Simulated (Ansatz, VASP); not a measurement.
Te in VASP and in Ansatz

```
Te
1.0
     8.57263    0.00000    0.00000
    -4.28632    7.42412    0.00000
     0.00000    0.00000    3.29898
Te
6
Cartesian
  0.0000 3.0922 0.0000
  1.6084 5.8780 0.0000
  -1.6084 5.8780 0.0000
  4.2863 4.3319 0.0000
  2.6780 1.5461 0.0000
  5.8947 1.5461 0.0000
```

Alike in both runs: functional PBE; k mesh 3 × 3 × 6; occupations gaussian, width 0.1 eV; no spin polarisation.

Ansatz relaxed the structure, and its values are those at the end. VASP's run is a single point on that final structure, the one shown.

```csv
,VASP,Ansatz
version,VASP 6.6.1,Ansatz 0.2.0
potentials or method,"VASP PAW PBE potentials, release 64 (Te), cutoff 520 eV","scalar-relativistic, plane waves, PAW"
valence electrons in the cell,36,96
```

|  | VASP | Ansatz | Ansatz less VASP |
| --- | --- | --- | --- |
| gap on the k mesh at the Fermi level (eV) | none | none | - |
| pressure (GPa) | 0.0 | 0.0 | +0.04 |

A gap of «none» marks a metal or a gap that the smearing closes. VASP's potentials hold 36 valence electrons a cell and Ansatz's 96, so a difference there can come from the potentials and not from the codes.

Neither program's run includes spin-orbit coupling.
